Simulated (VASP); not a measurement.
Input of a VASP 6.6.1 run:

INCAR

```
SYSTEM = SnO2
  PREC = Accurate
  ENCUT = 520
  EDIFF = 1E-8
  ISMEAR = 0
  SIGMA = 0.01
  LREAL = .False.
  LASPH = .True.
  NELM = 80
  ALGO = Normal
  ISIF = 2
  LWAVE = .False.
  LCHARG = .False.
  GGA = PE
  NBANDS = 20
  IBRION = 8
  NSW = 1
  LEPSILON = .True.
```

Contents of KPOINTS:

```
Automatic mesh
0
Gamma
  12 12 6
  0 0 0
```

Contents of POSCAR:

```
SnO2
1.0
    3.2279739430      0.0000000000      0.0000000000
   -1.6139869715      2.7955074374      0.0000000000
    0.0000000000      0.0000000000      5.5218884733
Sn O
1 2
Direct
    0.0000000000      0.0000000000      0.0000000000
    0.3333333333      0.6666666667      0.1832040066
    0.6666666667      0.3333333333      0.8167959934
```

Potentials or basis: VASP PAW PBE potentials, release 64 (Sn_d, O).

Launch:

```sh
$ cat potpaw_PBE.64/Sn_d/POTCAR potpaw_PBE.64/O/POTCAR > POTCAR
$ mpirun -np 1 vasp_std > vasp.out
```

(1) What does it give for the electronic dielectric tensor (diagonal)?

(2) Predict the Born charges (mean of the diagonal).

(3) What does it give for the highest phonon frequency at Γ, LO-TO splitting left out?

Results:

(1) 3.95, 3.95, 2.21.

(2) Sn +3.52; O -1.76 e.

(3) 480 cm⁻¹.
